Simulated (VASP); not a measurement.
Wanted: the native input for a VASP 6.6.1 run.

- Task: single point
- Functional: LDA
- Potentials or basis: VASP PAW LDA potentials, release 64 (Pb_d, S)
- Cutoff: 520 eV
- k mesh: 2 × 2 × 2
- Occupations: fermi-dirac, width 0.1 eV
- Spin: no spin polarisation
- Dipole correction: no
- Further INCAR settings: LREAL = Auto; ALGO = Normal; EDIFF = 1e-06; NBANDS = 86

The structure of Pb7S8 (a cell with a defect) lies in POSCAR:

```
Pb7S8
1.0
    0.0000000000      5.9524036400      5.9524036400
    5.9524036400      0.0000000000      5.9524036400
    5.9524036400      5.9524036400      0.0000000000
Pb S
7 8
Direct
   -0.0115080401      0.0021158679      0.0020320363
   -0.0017639933      0.0094706279      0.4984961000
   -0.0098410665      0.5098106888      0.0003536387
    0.5016685159     -0.0022022196      0.0008597367
    0.4918861652      0.0082395286      0.5003078051
    0.4980707256      0.5105970938     -0.0011855715
    0.4898831928      0.5016696919      0.5022802015
    0.2651939612      0.2271548742      0.2452317733
    0.2718831077      0.2345166901      0.7571267462
    0.2720069232      0.7547120914      0.2381827722
    0.2531764630      0.7458732251      0.7512320687
    0.7531555773      0.2459046947      0.2512193545
    0.7445555221      0.2274613890      0.7651077238
    0.7443862628      0.7619962916      0.2301815507
    0.7376728403      0.7548003751      0.7720016615
```

One way to write it, as run:

INCAR

```
SYSTEM = Pb7S8
ALGO     = Normal         ! electronic algorithm
EDIFF    = 1E-6           ! SCF threshold, eV
ENCUT    = 520            ! plane-wave cutoff, eV
GGA      = CA             ! functional
ISIF     = 2              ! what is computed and relaxed
ISMEAR   = -1             ! smearing method
LASPH    = .TRUE.         ! aspherical terms in the spheres
LCHARG   = .FALSE.        ! write CHGCAR
LREAL    = Auto         
LWAVE    = .FALSE.        ! write WAVECAR
NBANDS   = 86             ! bands
NELM     = 100            ! most SCF steps
PREC     = Accurate       ! precision mode
SIGMA    = 0.1            ! smearing width, eV
```

KPOINTS

```
k-points
0
G
  2 2 2
  0 0 0
```

Potentials or basis: VASP PAW LDA potentials, release 64 (Pb_d, S).

Launch:

```console
$ cat potpaw_LDA.64/Pb_d/POTCAR potpaw_LDA.64/S/POTCAR > POTCAR
$ mpirun -np 1 vasp_std > vasp.out
```

It gave:

```yaml
Pressure: -4.2 GPa
Largest_force: 0.019 eV/Å
Band_gap_on_the_k_mesh: zero (bands 73 and 74 overlap by 0.16 eV)
```

Caveat: the k points lie up to 0.46 Å⁻¹ apart; spin-orbit coupling is left out, which moves the levels of the heavy elements.

Wall time 16 min on 1 thread of Intel Xeon 8259CL, with other jobs on the host, peak memory 0.52 GiB.
